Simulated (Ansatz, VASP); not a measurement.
This is a calculation of Zr3S2 for VASP 6.6.1.

The input INCAR:

```
PREC     = Accurate       # precision mode
ENCUT    = 600            # plane-wave cutoff, eV
EDIFF    = 1E-6           # SCF threshold, eV
ISMEAR   = -1             # smearing method
SIGMA    = 0.05           # smearing width, eV
LREAL    = F              # projectors in reciprocal space
LASPH    = T              # aspherical terms in the spheres
NELM     = 80             # most SCF steps
ALGO     = Normal         # electronic algorithm
ISIF     = 3              # what is computed and relaxed
LWAVE    = F              # write WAVECAR
LCHARG   = F              # write CHGCAR
GGA      = PS             # functional
IBRION   = 2              # ionic algorithm
NSW      = 60             # ionic steps
EDIFFG   = -0.01          # ionic threshold
```

The input KPOINTS:

```
regular mesh
0
Gamma
  6 6 6
```

The input POSCAR:

```
Zr3S2
1.0
    2.9025379727      1.6757810799      3.4877732718
   -2.9025379727      1.6757810799      3.4877732718
    0.0000000000     -3.3515621597      3.4877732718
Zr S
3 2
Direct
    0.8387270000      0.5000000000      0.1612730000
    0.5000000000      0.1612730000      0.8387270000
    0.1612730000      0.8387270000      0.5000000000
    0.6650230000      0.6650230000      0.6650230000
    0.3349770000      0.3349770000      0.3349770000
```

Potentials or basis: VASP PAW PBE potentials, release 64 (Zr_sv, S).

Run with:

```console
$ cat potpaw_PBE.64/Zr_sv/POTCAR potpaw_PBE.64/S/POTCAR > POTCAR
$ mpirun -np 1 vasp_std > vasp.out
```

Task: Translate it to Ansatz 0.2.0. Potentials there: Ansatz PAW.

Result: As run (the cutoff follows the program's own potentials):

The input input.yaml:

```yaml
crystal:
  lattice:
    - [2.9025379727, 1.6757810799, 3.4877732718]
    - [-2.9025379727, 1.6757810799, 3.4877732718]
    - [0.0, -3.3515621597, 3.4877732718]
  atoms:
    - { symbol: Zr, position: [0.838727, 0.5, 0.161273] }
    - { symbol: Zr, position: [0.5, 0.161273, 0.838727] }
    - { symbol: Zr, position: [0.161273, 0.838727, 0.5] }
    - { symbol: S, position: [0.665023, 0.665023, 0.665023] }
    - { symbol: S, position: [0.334977, 0.334977, 0.334977] }
hamiltonian:
  xc: pbesol
  pseudopotentials: { kind: paw }
kpoints:
  mp_grid: { grid: [6, 6, 6] }
scf:
  occupations: { method: fermi_dirac, width: 0.05 }
output:
  forces: true
  stress: true
  eigenvalues: true
relax:
  f_tol: 0.01
  max_steps: 40
  cell: { stress_tol: 0.05 }
```

Potentials or basis: Ansatz PAW.

Run with:

```sh
$ ansatz run input.yaml --threads 2 --pin off --max-ram 5632MiB --backend cpu --events-out ev --progress --plain --runs-dir out
```

Both were run:

|  | VASP | Ansatz | Ansatz less VASP |
| --- | --- | --- | --- |
| gap on the k mesh at the Fermi level, each at its own relaxed structure (eV) | none | none | - |
| relaxed volume (Å³/atom) | 19.55 | 19.52 | -0.031 |
| relaxed cell length with the largest relative difference (Å) | 4.773 | 4.769 | -0.0039 |

VASP's potentials were made for PBE, not for PBEsol. A gap of «none» marks a metal or a gap that the smearing closes.

Noted on Ansatz's run: the plane-wave basis is chosen anew once the cell has moved, so the energies of steps on either side of that aren't comparable.
